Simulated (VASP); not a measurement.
# CdO (Fm-3m) in VASP: single point with PBEsol

Aim: the single point of CdO with PBEsol.

Program: VASP 6.6.1. These are calculated values, not measurements. Logs are shortened: lines on timing, memory, paths and dates and some standing lists are left out, and cuts for length are marked.

## Step 1: The cell of the first run

It takes space group Fm-3m (No. 225, cubic). Conventional cell: a = 4.691 Å, b = 4.691 Å, c = 4.691 Å, α = 90.00°, β = 90.00°, γ = 90.00°. Within 3.1 Å of Cd (site symmetry m-3m) lie 6 O at 2.35 Å. Within 3.1 Å of O (site symmetry m-3m) lie 6 Cd at 2.35 Å.

## Step 2: Single point, PBEsol

INCAR

```
SYSTEM = CdO
ALGO = Normal
EDIFF = 1E-6
ENCUT = 700
GGA = PS
GGA_COMPAT = .FALSE.
ISIF = 2
ISMEAR = 0
LASPH = .TRUE.
LCHARG = .TRUE.
LELF = .TRUE.
LREAL = .FALSE.
LVHAR = .TRUE.
LWAVE = .FALSE.
NBANDS = 20
NELM = 120
PREC = Accurate
SIGMA = 0.1
```

KPOINTS

```
k-points
0
G
  16 16 16
  0 0 0
```

POSCAR

```
CdO
1.0
    0.0000000000     -2.3452942120     -2.3452942120
    2.3452942120      0.0000000000     -2.3452942120
    2.3452942120     -2.3452942120      0.0000000000
Cd O
1 1
Direct
    0.0000000000      0.0000000000      0.0000000000
    0.5000000000      0.5000000000      0.5000000000
```

Potentials or basis: VASP PAW PBE potentials, release 64 (Cd_sv_GW, O).

The run is started by

```console
> cat potpaw_PBE.64/Cd_sv_GW/POTCAR potpaw_PBE.64/O/POTCAR > POTCAR
> mpirun -np 1 vasp_std > vasp.out
```

OUTCAR:

```text
SYSTEM = CdO
   EDIFF = 1E-6
   ENCUT = 700
   GGA = PS
   ISIF = 2
   ISMEAR = 0
   LASPH = .TRUE.
   LREAL = .FALSE.
   NELM = 120
   PREC = Accurate

 ion  position               nearest neighbor table
   1  0.000  0.000  0.000-
   2  0.500  0.500  0.500-

  LATTYP: Found a face centered cubic cell.
 ALAT       =     4.6905884240

  Lattice vectors:

 A1 = (   0.0000000000,  -2.3452942120,  -2.3452942120)
 A2 = (   2.3452942120,   0.0000000000,  -2.3452942120)
 A3 = (   2.3452942120,  -2.3452942120,   0.0000000000)

Analysis of symmetry for initial positions (statically):
=====================================================================
 Subroutine PRICEL returns:
 Original cell was already a primitive cell.

 Routine SETGRP: Setting up the symmetry group for a
 face centered cubic supercell.

 Subroutine GETGRP returns: Found 48 space group operations
 (whereof 48 operations were pure point group operations)
 out of a pool of 48 trial point group operations.

The static configuration has the point symmetry O_h .

Analysis of symmetry for dynamics (positions and initial velocities):
=====================================================================
 Subroutine PRICEL returns:
 Original cell was already a primitive cell.

 Routine SETGRP: Setting up the symmetry group for a
 face centered cubic supercell.

 Subroutine GETGRP returns: Found 48 space group operations
 (whereof 48 operations were pure point group operations)
 out of a pool of 48 trial point group operations.

The dynamic configuration has the point symmetry O_h .

 Subroutine INISYM returns: Found 48 space group operations
 (whereof 48 operations are pure point group operations),
 and found     1 'primitive' translations

----------------------------------------------------------------------------------------

                                     Primitive cell

  volume of cell :      25.8001

  direct lattice vectors                    reciprocal lattice vectors
     0.000000000 -2.345294212 -2.345294212    -0.213192868 -0.213192868 -0.213192868
     2.345294212  0.000000000 -2.345294212     0.213192868  0.213192868 -0.213192868
     2.345294212 -2.345294212  0.000000000     0.213192868 -0.213192868  0.213192868

  length of vectors
     3.316746882  3.316746882  3.316746882     0.369260880  0.369260880  0.369260880

  position of ions in fractional coordinates (direct lattice)
     0.000000000  0.000000000  0.000000000
     0.500000000  0.500000000  0.500000000

  ion indices of the primitive-cell ions
   primitive index   ion index
                 1           1
                 2           2

----------------------------------------------------------------------------------------

 KPOINTS: k-points

Automatic generation of k-mesh.
 Grid dimensions read from file:
 generate k-points for:   16   16   16

 Generating k-lattice:

  Cartesian coordinates                     Fractional coordinates (reciprocal lattice)
    -0.013324554 -0.013324554 -0.013324554     0.062500000  0.000000000  0.000000000
     0.013324554  0.013324554 -0.013324554     0.000000000  0.062500000  0.000000000
     0.013324554 -0.013324554  0.013324554     0.000000000  0.000000000  0.062500000

  Length of vectors
     0.023078805  0.023078805  0.023078805

  Shift w.r.t. Gamma in fractional coordinates (k-lattice)
     0.000000000  0.000000000  0.000000000

 Subroutine IBZKPT returns following result:
 ===========================================

 Found    145 irreducible k-points:

 Following reciprocal coordinates:
            Coordinates               Weight
  0.000000  0.000000  0.000000      1.000000
  0.062500  0.000000  0.000000      8.000000
  0.125000  0.000000  0.000000      8.000000
  0.187500  0.000000  0.000000      8.000000
  0.250000  0.000000  0.000000      8.000000
  0.312500  0.000000  0.000000      8.000000
[... 16 lines left out ...]
 -0.125000  0.062500  0.000000     24.000000
 -0.062500  0.062500  0.000000     12.000000
 [... further k-points ...]
   k-points           NKPTS =    145   k-points in BZ     NKDIM =    145   number of bands    NBANDS=     20
   number of dos      NEDOS =    301   number of ions     NIONS =      2
   total plane-waves  NPLWV =  27000
   dimension x,y,z NGX =    30 NGY =   30 NGZ =   30
   dimension x,y,z NGXF=    60 NGYF=   60 NGZF=   60
   ions per type =               1   1
   NGX,Y,Z   is equivalent  to a cutoff of  15.04, 15.04, 15.04 a.u.
   NGXF,Y,Z  is equivalent  to a cutoff of  30.07, 30.07, 30.07 a.u.
 SYSTEM =  CdO
   PREC   = accura    normal or accurate (medium, high low for compatibility)
   ISTART =      0    job   : 0-new  1-cont  2-samecut
   ICHARG =      2    charge: 1-file 2-atom 10-const
   ISPIN  =      1    spin polarized calculation?
   LNONCOLLINEAR =      F non collinear calculations
   LSORBIT =      F    spin-orbit coupling
   LASPH  =      T    aspherical Exc in radial PAW
   ENCUT  =  700.0 eV  51.45 Ry    7.17 a.u.   7.16  7.16  7.16*2*pi/ulx,y,z
   NELM   =    120;   NELMIN=  2; NELMDL= -5     # of ELM steps
   EDIFF  = 0.1E-05   stopping-criterion for ELM
   LREAL  =      F    real-space projection
   EDIFFG = 0.1E-04   stopping-criterion for IOM
   NSW    =      0    number of steps for IOM
   IBRION =     -1    ionic relax: 0-MD 1-quasi-New 2-CG
   NFREE  =      0    steps in history (QN), initial steepest desc. (CG)
   ISIF   =      2    stress and relaxation
   ISYM   =      2    0-nonsym 1-usesym 2-fastsym
   POTIM  = 0.5000    time-step for ionic-motion
   TEBEG  =    0.0;   TEEND  =   0.0 temperature during run
   PSTRESS=    0.0 pullay stress
   NELECT =      26.0000    total number of electrons
   NUPDOWN=      -1.0000    fix difference up-down
   EMIN   =  10.00;   EMAX   =-10.00  energy-range for DOS
   EFERMI =   0.00;   METHOD = LEGACY
   ISMEAR =     0;   SIGMA  =   0.10  broadening in eV -4-tet -1-fermi 0-gaus
   EFERMI_NEDOS =   21; number of points for ismear=-14 and -15
   IALGO  =     38    algorithm
   IMIX   =      4    mixing-type and parameters
     AMIX     =   0.40;   BMIX     =  1.00
     AMIX_MAG =   1.60;   BMIX_MAG =  1.00
  volume/ion in A,a.u.               =      12.90        87.05
  Fermi-wavevector in a.u.,A,eV,Ry     =   1.641315  3.101636 36.652940  2.693915
  Thomas-Fermi vector in A             =   2.731806
   LORBIT       =      0    0 simple, 1 ext, 2 COOP (PROOUT), +10 PAW based schemes
   GGA     = PS    functional components
   LHFCALC =     F    Hartree Fock is set to
   AEXX    =    0.0000 exact exchange contribution
   IVDW    =     0    specifies the selected vdW correction
   LEPSILON=     F    determine dielectric tensor
   LRPA    =     F    only Hartree local field effects (RPA)
 non-spin polarized calculation
 Gauss-broadening in eV      SIGMA  =   0.10
  energy-cutoff  :      700.00
  volume of cell :       25.80
 maximum number of plane-waves:      1106
 NGX is ok and might be reduce to    30
   NGX = 15   NGY = 15   NGZ = 15

 number of electron      25.9999997 magnetization

 Free energy of the ion-electron system (eV)
  ---------------------------------------------------
  ext. energy  EPLUGINS =         0.00000000
  ---------------------------------------------------
  free energy    TOTEN  =        -8.62481741 eV

  energy without entropy =       -8.62421891  energy(sigma->0) =       -8.62451816

 E-fermi :   4.9757     XC(G=0): -12.2225

 val. band max:        4.9342333839   @ k =   0.0625   0.0000   0.0000
 cond. band min:       5.1054639946   @ k =   0.0625   0.0625   0.0000
 fundamental gap:      0.1712306107
 Fermi energy:         4.9757133391

 k-point     1 :       0.0000    0.0000    0.0000
  band No.  band energies     occupation
      1     -95.3959      2.00000
      2     -56.5038      2.00000
      3     -56.5038      2.00000
      4     -56.5038      2.00000
      5     -12.4571      2.00000
      6      -1.7705      2.00000
[... 12 lines left out ...]
     19      23.0669      0.00000
     20      23.0669      0.00000

 k-point     2 :       0.0625    0.0000    0.0000
  band No.  band energies     occupation
      1     -95.3959      2.00000
      2     -56.5044      2.00000
      3     -56.5039      2.00000
      4     -56.5038      2.00000
      5     -12.4287      2.00000
      6      -1.7868      2.00000
[... 12 lines left out ...]
     19      23.1652      0.00000
     20      23.1670      0.00000

 k-point     3 :       0.1250    0.0000    0.0000
  band No.  band energies     occupation
      1     -95.3958      2.00000
      2     -56.5063      2.00000
      3     -56.5041      2.00000
      4     -56.5041      2.00000
      5     -12.3467      2.00000
      6      -1.8421      2.00000
[... 12 lines left out ...]
     19      23.4090      0.00000
     20      23.4090      0.00000

 k-point     4 :       0.1875    0.0000    0.0000
  band No.  band energies     occupation
      1     -95.3956      2.00000
      2     -56.5091      2.00000
      3     -56.5046      2.00000
      4     -56.5046      2.00000
      5     -12.2206      2.00000
      6      -1.9522      2.00000
[... 12 lines left out ...]
     19      23.7780      0.00000
     20      23.7780      0.00000

 k-point     5 :       0.2500    0.0000    0.0000
  band No.  band energies     occupation
      1     -95.3954      2.00000
      2     -56.5125      2.00000
      3     -56.5051      2.00000
      4     -56.5051      2.00000
      5     -12.0662      2.00000
      6      -2.1278      2.00000
[... 12 lines left out ...]
     19      24.2740      0.00000
     20      24.2740      0.00000
[... 353 lines left out ...]
      6      -2.2097      2.00000
[... 12 lines left out ...]
     19      23.5267      0.00000
     20      25.3335      0.00000

 k-point    22 :      -0.1875    0.0625    0.0000
  band No.  band energies     occupation
      1     -95.3955      2.00000
      2     -56.5103      2.00000
      3     -56.5054      2.00000
      4     -56.5046      2.00000
      5     -12.1539      2.00000
      6      -2.0091      2.00000
[... 12 lines left out ...]
     19      22.9071      0.00000
     20      24.8912      0.00000

 k-point    23 :      -0.1250    0.0625    0.0000
  band No.  band energies     occupation
      1     -95.3957      2.00000
      2     -56.5074      2.00000
      3     -56.5048      2.00000
      4     -56.5041      2.00000
      5     -12.2874      2.00000
      6      -1.8711      2.00000
[... 12 lines left out ...]
     19      22.3796      0.00000
     20      24.4665      0.00000

 k-point    24 :      -0.0625    0.0625    0.0000
  band No.  band energies     occupation
      1     -95.3958      2.00000
      2     -56.5053      2.00000
      3     -56.5043      2.00000
      4     -56.5039      2.00000
      5     -12.3828      2.00000
      6      -1.8092      2.00000
[... 12 lines left out ...]
     19      21.9613      0.00000
     20      24.0084      0.00000

 [... further k-points ...]

------------------------ aborting loop because EDIFF is reached ----------------------------------------

  FORCE on cell =-STRESS in cart. coord.  units (eV):
  Direction    XX          YY          ZZ          XY          YZ          ZX
  --------------------------------------------------------------------------------------
  -------------------------------------------------------------------------------------
  Total       -0.0270010     -0.0270010     -0.0270010      0.0000000      0.0000000     -0.0000000
  in kB       -1.6767529     -1.6767529     -1.6767529      0.0000000      0.0000000     -0.0000000
  external PRESSURE =      -1.6767529 kB  Pullay stress =       0.0000000 kB

 VOLUME and BASIS-vectors are now :
 -----------------------------------------------------------------------------
  energy-cutoff  :      700.00
  volume of cell :       25.80
      direct lattice vectors                 reciprocal lattice vectors
     0.000000000 -2.345294212 -2.345294212    -0.213192868 -0.213192868 -0.213192868
     2.345294212  0.000000000 -2.345294212     0.213192868  0.213192868 -0.213192868
     2.345294212 -2.345294212  0.000000000     0.213192868 -0.213192868  0.213192868

 POSITION                                       TOTAL-FORCE (eV/Angst)
 -----------------------------------------------------------------------------------
      0.00000      0.00000      0.00000        -0.000000      0.000000      0.000000
      2.34529     -2.34529     -2.34529         0.000000     -0.000000     -0.000000
 -----------------------------------------------------------------------------------
    total drift:                                0.000000     -0.000000     -0.000000

  FREE ENERGIE OF THE ION-ELECTRON SYSTEM (eV)
  ---------------------------------------------------
  free  energy   TOTEN  =        -8.6248174088 eV

  energy  without entropy=       -8.6242189146  energy(sigma->0) =       -8.62451816
```

Wall time 2.9 min (1 thread of Intel Xeon Platinum 8259CL at 2.50GHz (Skylake/Cascade Lake), shared host); peak memory 0.28 GiB.

Results:

```yaml
Free_energy: -8.6248 eV
Pressure: -0.2 GPa
Band_gap_on_the_k_mesh: zero (bands 13 and 14 overlap by 0.51 eV)
```

Caveat: semilocal functionals underestimate gaps, and a narrow one can read as zero; the PAW data sets were made with another functional, which shifts forces and pressure a little.

The gap in the log of VASP goes by the Fermi energy; the results here count the filled bands.